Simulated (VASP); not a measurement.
Input of a VASP 6.6.1 run:

File INCAR:

```
SYSTEM = C
ALGO     = Normal         ! electronic algorithm
EDIFF    = 1E-6           ! SCF threshold, eV
ENCUT    = 1300           ! plane-wave cutoff, eV
GGA      = CA             ! functional
GGA_COMPAT= .False.      
ISIF     = 2              ! what is computed and relaxed
ISMEAR   = 0              ! smearing method
LASPH    = .True.         ! aspherical terms in the spheres
LCHARG   = .False.        ! write CHGCAR
LREAL    = .False.        ! projectors in reciprocal space
LWAVE    = .False.        ! write WAVECAR
NBANDS   = 16             ! bands
NELM     = 120            ! most SCF steps
PREC     = Accurate       ! precision mode
SIGMA    = 0.02           ! smearing width, eV
```

Contents of KPOINTS:

```
k-points
0
Gamma
  9 9 6
  0 0 0
```

File POSCAR:

```
C
1.0
    2.4830358874      0.0000000000      0.0000000000
   -1.2415179437      2.1503721570      0.0000000000
    0.0000000000      0.0000000000      4.1358820514
C
4
Direct
    0.3333333333      0.6666666667     -0.0001691602
    0.6666666667      0.3333333333      0.4998308398
    0.3333333333      0.6666666667      0.3741691602
    0.6666666667      0.3333333333      0.8741691602
```

Potentials or basis: VASP PAW LDA potentials, release 64 (C_h).

Launch:

```sh
$ cat potpaw_LDA.64/C_h/POTCAR > POTCAR
$ mpirun -np 1 vasp_std > vasp.out
```

Task: Estimate the band gap on the k mesh.

Result: 3.01 eV (least direct gap 4.97 eV).

Task: Estimate the pressure.

Result: 1.0 GPa.

A k mesh can miss the band edges.
